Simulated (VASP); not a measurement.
# Li3Zn2 (Cmmm) in VASP: notebook

Runs on Li3Zn2. Level: PBE. Tasks: single point, relaxation of cell and atoms.

All numbers are computed with VASP 6.6.1; they aren't measurements. Logs are shortened: lines on timing, memory, paths and dates and some standing lists are left out, and cuts for length are marked.

### 1 The cell of the first run

Symmetry: Cmmm, No. 65, orthorhombic system. The conventional cell has a = 5.707 Å, b = 5.932 Å, c = 4.374 Å, α = 90.00°, β = 90.00°, γ = 90.00°. Li (site symmetry m2m) has 2 Li at 1.93 to 2.07 Å within 2.6 Å. Within 2.6 Å of Li (site symmetry mmm) lie 2 Li at 1.93 Å. Zn (site symmetry 2mm) has 4 Zn at 2.50 to 3.20 Å and 6 Li at 2.71 to 2.72 Å within 3.3 Å.

### 2 Single point, PBE

INCAR

```
SYSTEM = Li3Zn2
PREC     = Accurate       ! precision mode
ENCUT    = 520            ! plane-wave cutoff, eV
EDIFF    = 1E-7           ! SCF threshold, eV
ISMEAR   = 0              ! smearing method
SIGMA    = 0.1            ! smearing width, eV
LREAL    = .False.        ! projectors in reciprocal space
LASPH    = .True.         ! aspherical terms in the spheres
NELM     = 60             ! most SCF steps
ALGO     = Fast           ! electronic algorithm
ISIF     = 2              ! what is computed and relaxed
LWAVE    = .False.        ! write WAVECAR
LCHARG   = .False.        ! write CHGCAR
GGA      = PE             ! functional
NBANDS   = 24             ! bands
```

KPOINTS

```
Automatic mesh
0
Gamma
  4 4 4
  0 0 0
```

POSCAR

```
Li3Zn2
1.0
    2.8533578900     -2.9660187400      0.0000000000
    2.8533578900      2.9660187400      0.0000000000
    0.0000000000      0.0000000000      4.3737381200
Li Zn
3 2
Direct
    0.1748700700      0.8251299300      0.5000000000
    0.8251299300      0.1748700700      0.5000000000
    0.5000000000      0.5000000000      0.5000000000
    0.7807865300      0.7807865300      0.0000000000
    0.2192134700      0.2192134700      0.0000000000
```

Potentials or basis: VASP PAW PBE potentials, release 64 (Li_sv, Zn).

On the command line:

```sh
> cat potpaw_PBE.64/Li_sv/POTCAR potpaw_PBE.64/Zn/POTCAR > POTCAR
> mpirun -np 1 vasp_std > vasp.out
```

OUTCAR:

```text
SYSTEM = Li3Zn2
   PREC = Accurate
   ENCUT = 520
   EDIFF = 1E-7
   ISMEAR = 0
   LREAL = .False.
   LASPH = .True.
   NELM = 60
   ISIF = 2
   GGA = PE

 ion  position               nearest neighbor table
   1  0.175  0.825  0.500-   3 1.93   2 2.07   4 2.72   5 2.72   4 2.72   5 2.72
   2  0.825  0.175  0.500-   3 1.93   1 2.07   4 2.72   5 2.72   4 2.72   5 2.72
   3  0.500  0.500  0.500-   1 1.93   2 1.93   4 2.71   5 2.71   4 2.71   5 2.71
   4  0.781  0.781  0.000-   5 2.50   3 2.71   3 2.71   2 2.72   1 2.72   2 2.72   1 2.72   5 2.99
                             5 2.99
   5  0.219  0.219  0.000-   4 2.50   3 2.71   3 2.71   2 2.72   1 2.72   2 2.72   1 2.72   4 2.99
                             4 2.99

  LATTYP: Found a base centered orthorhombic cell.
 ALAT       =     5.7067157800
 B/A-ratio  =     1.0394836029
 C/A-ratio  =     0.7664194764

  Lattice vectors:

 A1 = (   2.8533578900,  -2.9660187400,   0.0000000000)
 A2 = (   2.8533578900,   2.9660187400,   0.0000000000)
 A3 = (   0.0000000000,   0.0000000000,   4.3737381200)

Analysis of symmetry for initial positions (statically):
=====================================================================
 Subroutine PRICEL returns:
 Original cell was already a primitive cell.

 Routine SETGRP: Setting up the symmetry group for a
 base centered orthorhombic supercell.

 Subroutine GETGRP returns: Found  8 space group operations
 (whereof  8 operations were pure point group operations)
 out of a pool of  8 trial point group operations.

The static configuration has the point symmetry D_2h.

Analysis of symmetry for dynamics (positions and initial velocities):
=====================================================================
 Subroutine PRICEL returns:
 Original cell was already a primitive cell.

 Routine SETGRP: Setting up the symmetry group for a
 base centered orthorhombic supercell.

 Subroutine GETGRP returns: Found  8 space group operations
 (whereof  8 operations were pure point group operations)
 out of a pool of  8 trial point group operations.

The dynamic configuration has the point symmetry D_2h.

 Subroutine INISYM returns: Found  8 space group operations
 (whereof  8 operations are pure point group operations),
 and found     1 'primitive' translations

----------------------------------------------------------------------------------------

                                     Primitive cell

  volume of cell :      74.0309

  direct lattice vectors                    reciprocal lattice vectors
     2.853357890 -2.966018740  0.000000000     0.175232137 -0.168576143  0.000000000
     2.853357890  2.966018740  0.000000000     0.175232137  0.168576143  0.000000000
     0.000000000  0.000000000  4.373738120     0.000000000  0.000000000  0.228637374

  length of vectors
     4.115691730  4.115691730  4.373738120     0.243154720  0.243154720  0.228637374

  position of ions in fractional coordinates (direct lattice)
     0.174870070  0.825129930  0.500000000
     0.825129930  0.174870070  0.500000000
     0.500000000  0.500000000  0.500000000
     0.780786530  0.780786530  0.000000000
     0.219213470  0.219213470  0.000000000

  ion indices of the primitive-cell ions
   primitive index   ion index
                 1           1
                 2           2
                 3           3
                 4           4
                 5           5

----------------------------------------------------------------------------------------

 KPOINTS: Automatic mesh

Automatic generation of k-mesh.
 Grid dimensions read from file:
 generate k-points for:    4    4    4

 Generating k-lattice:

  Cartesian coordinates                     Fractional coordinates (reciprocal lattice)
     0.043808034 -0.042144036  0.000000000     0.250000000  0.000000000  0.000000000
     0.043808034  0.042144036  0.000000000     0.000000000  0.250000000  0.000000000
     0.000000000  0.000000000  0.057159344     0.000000000  0.000000000  0.250000000

  Length of vectors
     0.060788680  0.060788680  0.057159344

  Shift w.r.t. Gamma in fractional coordinates (k-lattice)
     0.000000000  0.000000000  0.000000000

 Subroutine IBZKPT returns following result:
 ===========================================

 Found     21 irreducible k-points:

 Following reciprocal coordinates:
            Coordinates               Weight
  0.000000  0.000000  0.000000      1.000000
  0.250000  0.000000  0.000000      4.000000
  0.500000  0.000000  0.000000      2.000000
  0.250000  0.250000  0.000000      2.000000
  0.500000  0.250000  0.000000      4.000000
 -0.250000  0.250000  0.000000      2.000000
[... 13 lines left out ...]
 -0.250000  0.250000  0.500000      2.000000
  0.500000  0.500000  0.500000      1.000000
   k-points           NKPTS =     21   k-points in BZ     NKDIM =     21   number of bands    NBANDS=     24
   number of dos      NEDOS =    301   number of ions     NIONS =      5
   total plane-waves  NPLWV =  36864
   dimension x,y,z NGX =    32 NGY =   32 NGZ =   36
   dimension x,y,z NGXF=    64 NGYF=   64 NGZF=   72
   ions per type =               3   2
   NGX,Y,Z   is equivalent  to a cutoff of  12.93, 12.93, 13.68 a.u.
   NGXF,Y,Z  is equivalent  to a cutoff of  25.85, 25.85, 27.37 a.u.
 SYSTEM =  Li3Zn2
   PREC   = accura    normal or accurate (medium, high low for compatibility)
   ISTART =      0    job   : 0-new  1-cont  2-samecut
   ICHARG =      2    charge: 1-file 2-atom 10-const
   ISPIN  =      1    spin polarized calculation?
   LNONCOLLINEAR =      F non collinear calculations
   LSORBIT =      F    spin-orbit coupling
   LASPH  =      T    aspherical Exc in radial PAW
   ENCUT  =  520.0 eV  38.22 Ry    6.18 a.u.   7.65  7.65  8.13*2*pi/ulx,y,z
   NELM   =     60;   NELMIN=  2; NELMDL= -5     # of ELM steps
   EDIFF  = 0.1E-06   stopping-criterion for ELM
   LREAL  =      F    real-space projection
   EDIFFG = 0.1E-05   stopping-criterion for IOM
   NSW    =      0    number of steps for IOM
   IBRION =     -1    ionic relax: 0-MD 1-quasi-New 2-CG
   NFREE  =      0    steps in history (QN), initial steepest desc. (CG)
   ISIF   =      2    stress and relaxation
   ISYM   =      2    0-nonsym 1-usesym 2-fastsym
   POTIM  = 0.5000    time-step for ionic-motion
   TEBEG  =    0.0;   TEEND  =   0.0 temperature during run
   PSTRESS=    0.0 pullay stress
   NELECT =      33.0000    total number of electrons
   NUPDOWN=      -1.0000    fix difference up-down
   EMIN   =  10.00;   EMAX   =-10.00  energy-range for DOS
   EFERMI =   0.00;   METHOD = LEGACY
   ISMEAR =     0;   SIGMA  =   0.10  broadening in eV -4-tet -1-fermi 0-gaus
   EFERMI_NEDOS =   21; number of points for ismear=-14 and -15
   IALGO  =     68    algorithm
   IMIX   =      4    mixing-type and parameters
     AMIX     =   0.40;   BMIX     =  1.00
     AMIX_MAG =   1.60;   BMIX_MAG =  1.00
  volume/ion in A,a.u.               =      14.81        99.92
  Fermi-wavevector in a.u.,A,eV,Ry     =   1.250571  2.363237 21.278545  1.563929
  Thomas-Fermi vector in A             =   2.384559
   LORBIT       =      0    0 simple, 1 ext, 2 COOP (PROOUT), +10 PAW based schemes
   GGA     = PE    functional components
   LHFCALC =     F    Hartree Fock is set to
   AEXX    =    0.0000 exact exchange contribution
   IVDW    =     0    specifies the selected vdW correction
   LEPSILON=     F    determine dielectric tensor
   LRPA    =     F    only Hartree local field effects (RPA)
 non-spin polarized calculation
 RMM-DIIS sequential band-by-band and
 Gauss-broadening in eV      SIGMA  =   0.10
  energy-cutoff  :      520.00
  volume of cell :       74.03
 maximum number of plane-waves:      2004
 NGX is ok and might be reduce to    32
   NGX = 15   NGY = 15   NGZ = 17

 number of electron      32.9999941 magnetization

 Free energy of the ion-electron system (eV)
  ---------------------------------------------------
  ext. energy  EPLUGINS =         0.00000000
  ---------------------------------------------------
  free energy    TOTEN  =        -6.91456994 eV

  energy without entropy =       -6.91235010  energy(sigma->0) =       -6.91346002

 E-fermi :   2.1001     XC(G=0):  -9.4334

 val. band max:        1.9723597794   @ k =   0.2500   0.2500   0.5000
 cond. band min:       2.2032006557   @ k =   0.2500   0.2500   0.5000
 fundamental gap:      0.2308408762
 Fermi energy:         2.1000542105

 k-point     1 :       0.0000    0.0000    0.0000
  band No.  band energies     occupation
      1     -45.1679      2.00000
      2     -44.6940      2.00000
      3     -44.6228      2.00000
      4      -5.4458      2.00000
      5      -5.2110      2.00000
      6      -5.1352      2.00000
[... 16 lines left out ...]
     23       9.3859      0.00000
     24      10.1702      0.00000

 k-point     2 :       0.2500    0.0000    0.0000
  band No.  band energies     occupation
      1     -45.1609      2.00000
      2     -44.7249      2.00000
      3     -44.5987      2.00000
      4      -5.3054      2.00000
      5      -5.1310      2.00000
      6      -5.0911      2.00000
[... 16 lines left out ...]
     23       8.8932      0.00000
     24       9.1406      0.00000

 k-point     3 :       0.5000    0.0000    0.0000
  band No.  band energies     occupation
      1     -45.1536      2.00000
      2     -44.7479      2.00000
      3     -44.5829      2.00000
      4      -5.1746      2.00000
      5      -5.0668      2.00000
      6      -5.0048      2.00000
[... 16 lines left out ...]
     23       7.6594      0.00000
     24      10.5110      0.00000

 k-point     4 :       0.2500    0.2500    0.0000
  band No.  band energies     occupation
      1     -45.1642      2.00000
      2     -44.6934      2.00000
      3     -44.6267      2.00000
      4      -5.1919      2.00000
      5      -5.0695      2.00000
      6      -5.0532      2.00000
[... 16 lines left out ...]
     23       8.1390      0.00000
     24       8.2787      0.00000

 k-point     5 :       0.5000    0.2500    0.0000
  band No.  band energies     occupation
      1     -45.1572      2.00000
      2     -44.7257      2.00000
      3     -44.6015      2.00000
      4      -5.2590      2.00000
      5      -5.1367      2.00000
      6      -4.9845      2.00000
[... 16 lines left out ...]
     23       8.8481      0.00000
     24       9.1189      0.00000

 k-point     6 :      -0.2500    0.2500    0.0000
  band No.  band energies     occupation
      1     -45.1537      2.00000
      2     -44.7479      2.00000
      3     -44.5829      2.00000
      4      -5.3718      2.00000
      5      -5.1495      2.00000
      6      -5.0765      2.00000
[... 16 lines left out ...]
     23       8.1063      0.00000
     24       8.1195      0.00000
[... 298 lines left out ...]
 k-point    18 :       0.2500    0.2500    0.5000
  band No.  band energies     occupation
      1     -45.1642      2.00000
      2     -44.6934      2.00000
      3     -44.6267      2.00000
      4      -5.1866      2.00000
      5      -5.0808      2.00000
      6      -5.0335      2.00000
[... 16 lines left out ...]
     23      10.0979      0.00000
     24      10.1380      0.00000

 k-point    19 :       0.5000    0.2500    0.5000
  band No.  band energies     occupation
      1     -45.1571      2.00000
      2     -44.7257      2.00000
      3     -44.6014      2.00000
      4      -5.2592      2.00000
      5      -5.1388      2.00000
      6      -5.0089      2.00000
[... 16 lines left out ...]
     23      11.8118      0.00000
     24      11.9926      0.00000

 k-point    20 :      -0.2500    0.2500    0.5000
  band No.  band energies     occupation
      1     -45.1536      2.00000
      2     -44.7478      2.00000
      3     -44.5828      2.00000
      4      -5.3744      2.00000
      5      -5.1526      2.00000
      6      -5.0761      2.00000
[... 16 lines left out ...]
     23      10.0985      0.00000
     24      10.8580      0.00000

 k-point    21 :       0.5000    0.5000    0.5000
  band No.  band energies     occupation
      1     -45.1606      2.00000
      2     -44.6928      2.00000
      3     -44.6308      2.00000
      4      -5.3256      2.00000
      5      -5.1829      2.00000
      6      -5.0620      2.00000
[... 16 lines left out ...]
     23      13.4708      0.00000
     24      14.0409      0.00000

------------------------ aborting loop because EDIFF is reached ----------------------------------------

  FORCE on cell =-STRESS in cart. coord.  units (eV):
  Direction    XX          YY          ZZ          XY          YZ          ZX
  --------------------------------------------------------------------------------------
  -------------------------------------------------------------------------------------
  Total       -1.4346100      5.8558994     -0.6104753      0.0000000      0.0000000      0.0000000
  in kB      -31.0478496    126.7334562    -13.2119153      0.0000000      0.0000000      0.0000000
  external PRESSURE =      27.4912304 kB  Pullay stress =       0.0000000 kB

 VOLUME and BASIS-vectors are now :
 -----------------------------------------------------------------------------
  energy-cutoff  :      520.00
  volume of cell :       74.03
      direct lattice vectors                 reciprocal lattice vectors
     2.853357890 -2.966018740  0.000000000     0.175232137 -0.168576143  0.000000000
     2.853357890  2.966018740  0.000000000     0.175232137  0.168576143  0.000000000
     0.000000000  0.000000000  4.373738120     0.000000000  0.000000000  0.228637374

 POSITION                                       TOTAL-FORCE (eV/Angst)
 -----------------------------------------------------------------------------------
      2.85336      1.92868      2.18687         0.000000      0.137771      0.000000
      2.85336     -1.92868      2.18687         0.000000     -0.137771     -0.000000
      2.85336      0.00000      2.18687         0.000000      0.000000     -0.000000
      4.45573      0.00000      0.00000        -0.521748      0.000000     -0.000000
      1.25099      0.00000      0.00000         0.521748      0.000000     -0.000000
 -----------------------------------------------------------------------------------
    total drift:                                0.000000      0.000000      0.000000

  FREE ENERGIE OF THE ION-ELECTRON SYSTEM (eV)
  ---------------------------------------------------
  free  energy   TOTEN  =        -6.9145699421 eV

  energy  without entropy=       -6.9123500977  energy(sigma->0) =       -6.91346002
```

Run time: 2.8 min. Hardware: 1 thread of Oxide Virtual Turin-like, shared host; peak memory 0.15 GiB.

What came out:

```yaml
Free_energy: -6.9146 eV
Largest_force: 0.522 eV/Å
```

Forces in eV/Å, atoms in the order of the input:
```
Li   0.000  0.138  0.000
Li   0.000 -0.138  0.000
Li   0.000  0.000  0.000
Zn  -0.522  0.000  0.000
Zn   0.522  0.000  0.000
```

Levels at points of the mesh, in eV from the Fermi level:
| k point | band 13 | band 14 | band 15 | band 16 | band 17 | band 18 | band 19 | band 20 | band 21 | band 22 |
| --- | --- | --- | --- | --- | --- | --- | --- | --- | --- | --- |
| (0.00, 0.00, 0.00) | -6.68 | -6.51 | -0.96 | 0.40 | 0.71 | 0.85 | 3.11 | 3.41 | 7.08 | 7.24 |
| (0.50, 0.00, 0.00) | -6.81 | -5.31 | -4.68 | 1.23 | 1.65 | 1.77 | 2.83 | 3.49 | 4.09 | 5.04 |
| (0.50, 0.50, 0.00) | -6.77 | -3.62 | -3.45 | -2.32 | -1.52 | 2.40 | 4.03 | 4.22 | 4.40 | 4.96 |
| (0.00, 0.00, 0.50) | -6.51 | -6.38 | -3.26 | 1.32 | 1.96 | 2.37 | 2.63 | 3.41 | 4.05 | 4.39 |
| (0.50, 0.00, 0.50) | -6.79 | -4.64 | -3.94 | -1.89 | -1.45 | 2.83 | 4.25 | 4.33 | 5.72 | 6.05 |
| (0.50, 0.50, 0.50) | -6.75 | -2.94 | -1.79 | -1.60 | -1.46 | -1.46 | -0.87 | 0.95 | 3.77 | 11.21 |

Caveat: the k points lie up to 0.38 Å⁻¹ apart; the cutoff is under 1.25 times the usual one of these potentials, so pressure, stress and relaxed cells hold a basis-set (Pulay) error.

(Part 1 of 3 ends here.)
